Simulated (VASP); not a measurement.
**Na2BrF: single point with PBE**

Na2BrF:

```xyz
4
Lattice="1.9266 1.1123 6.3461 -1.9266 1.1123 6.3461 0.0000 -2.2246 6.3461" Properties=species:S:1:pos:R:3 pbc="T T T"
F     1.9266    1.1123    6.3461
Br    0.0000    0.0000    9.5192
Na    0.0000    0.0000    5.0690
Na    0.0000    0.0000   13.9694
```

This cell differs from its parent crystal: volume changed by +3%.

```yaml
Program: VASP 6.6.1
Task: single point
Functional: PBE
Potentials_or_basis: VASP PAW PBE potentials, release 64 (F, Br, Na_pv)
Cutoff: 520 eV
k_mesh: 6 × 6 × 6
Occupations: gaussian, width 0.01 eV
Spin: no spin polarisation
```

| Property | Result |
| --- | --- |
| Pressure | -0.8 GPa |
| Largest force | 0.036 eV/Å |
| Band gap on the k mesh | 3.04 eV, direct |

Forces on the atoms (eV/Å):
```
F    0.000  0.000  0.000
Br   0.000  0.000  0.000
Na   0.000  0.000 -0.036
Na   0.000  0.000  0.036
```

Levels at points of the mesh, in eV from the valence-band top:
| k point | band 12 | band 13 | band 14 | band 15 | band 16 | band 17 |
| --- | --- | --- | --- | --- | --- | --- |
| (0.00, 0.00, 0.00) | -1.41 | 0.00 | 0.00 | 3.04 | 6.67 | 9.19 |
| (0.50, 0.00, 0.00) | -2.41 | -1.41 | -0.54 | 6.27 | 7.18 | 7.50 |
| (0.50, 0.50, 0.00) | -2.03 | -1.23 | -0.53 | 5.89 | 6.97 | 7.68 |
| (0.50, 0.50, 0.50) | -2.14 | -0.01 | -0.01 | 4.57 | 5.53 | 8.07 |

Wall time 120 s on 1 thread of Intel(R) Xeon(R) Platinum 8488C (Sapphire Rapids), on a shared host, peak memory 0.36 GiB.

 A k mesh can miss the band edges.
